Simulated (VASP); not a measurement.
Set up this calculation in VASP 6.6.1, as the native input.

| Quantity | Value |
| --- | --- |
| Task | single point |
| Functional | PBEsol |
| Potentials or basis | VASP PAW PBE potentials, release 64 (Tl_d) |
| Cutoff | 520 eV |
| k mesh | 12 × 12 × 12 |
| Occupations | fermi-dirac, width 0.136057 eV |
| Spin | no spin polarisation |
| Dipole correction | no |
| Further INCAR settings | ALGO = Normal; EDIFF = 1e-06; NBANDS = 12 |

The structure of Tl lies in POSCAR:

```
Tl
1.0
   -1.9321179109      1.9321179109      1.9321179109
    1.9321179109     -1.9321179109      1.9321179109
    1.9321179109      1.9321179109     -1.9321179109
Tl
1
Direct
    0.0000000000      0.0000000000      0.0000000000
```

This isn't the form of Tl at room conditions, which is hcp.

One way to write it, as run:

INCAR

```
SYSTEM = Tl
  PREC = Accurate
  ENCUT = 520
  EDIFF = 1E-6
  ISMEAR = -1
  SIGMA = 0.13605693000000002
  LREAL = .False.
  LASPH = .True.
  NELM = 80
  ALGO = Normal
  ISIF = 2
  LWAVE = .False.
  LCHARG = .False.
  GGA = PS
  NBANDS = 12
```

KPOINTS

```
Automatic mesh
0
Gamma
  12 12 12
  0 0 0
```

Potentials or basis: VASP PAW PBE potentials, release 64 (Tl_d).

Run with:

```console
$ cat potpaw_PBE.64/Tl_d/POTCAR > POTCAR
$ mpirun -np 1 vasp_std > vasp.out
```

It gave:

| Property | Result |
| --- | --- |
| Pressure | -0.3 GPa |
| Band gap on the k mesh | zero (an odd number of electrons rules out a gap without spin polarisation) |

Caveat: the PAW data sets were made with another functional, which shifts forces and pressure a little; spin-orbit coupling is left out, which moves the levels of the heavy elements.

It took 20 s on 1 thread of Intel(R) Xeon(R) Platinum 8259CL CPU @ 2.50GHz (Skylake/Cascade Lake), on a shared host, peak memory 0.17 GiB.
